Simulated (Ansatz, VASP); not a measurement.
# AlN in VASP and in Ansatz

Contents of INCAR:

```
PREC = Accurate
ENCUT = 600
EDIFF = 1E-6
ISMEAR = 0
SIGMA = 0.02
LREAL = False
LASPH = True
NELM = 120
ALGO = Normal
ISIF = 2
LWAVE = False
LCHARG = False
GGA = PS
NBANDS = 11
GGA_COMPAT = False
```

Contents of KPOINTS:

```
Automatic mesh
0
Gamma
  16 16 16
```

The input POSCAR:

```
AlN
1.0
    0.0000000000      2.0345180000      2.0345180000
    2.0345180000      0.0000000000      2.0345180000
    2.0345180000      2.0345180000      0.0000000000
Al N
1 1
Direct
    0.5000000000      0.5000000000      0.5000000000
    0.0000000000      0.0000000000      0.0000000000
```

Input for Ansatz:

```yaml
crystal:
  lattice:
    - [0.0, 2.034518, 2.034518]
    - [2.034518, 0.0, 2.034518]
    - [2.034518, 2.034518, 0.0]
  atoms:
    - { symbol: Al, position: [0.5, 0.5, 0.5] }
    - { symbol: "N", position: [0.0, 0.0, 0.0] }
basis:
  ecutwfc: 420
kpoints:
  mp_grid: { grid: [16, 16, 16] }
hamiltonian:
  xc: pbesol
  pseudopotentials: { kind: paw }
scf:
  occupations: { method: gaussian, width: 0.02 }
output:
  forces: true
  stress: true
  eigenvalues: true
  write_density: true
  write_potential: true
  elf: true
  volumetric_format: npy
```

Alike in both runs: task single point; functional PBEsol; k mesh 16 × 16 × 16; occupations gaussian, width 0.02 eV; no spin polarisation.

```csv
,VASP,Ansatz
version,VASP 6.6.1,Ansatz 0.2.0
potentials or method,"VASP PAW PBE potentials, release 64 (Al, N), cutoff 600 eV","scalar-relativistic, plane waves, PAW"
valence electrons in the cell,8,8
```

```tsv
	VASP	Ansatz	Ansatz less VASP
gap on the k mesh at the Fermi level (eV)	4.37	4.38	+0.005
least direct gap on the mesh (eV)	5.40	5.38	-0.019
pressure (GPa)	-4.7	-4.5	+0.26
```

VASP's potentials were made for PBE, not for PBEsol.
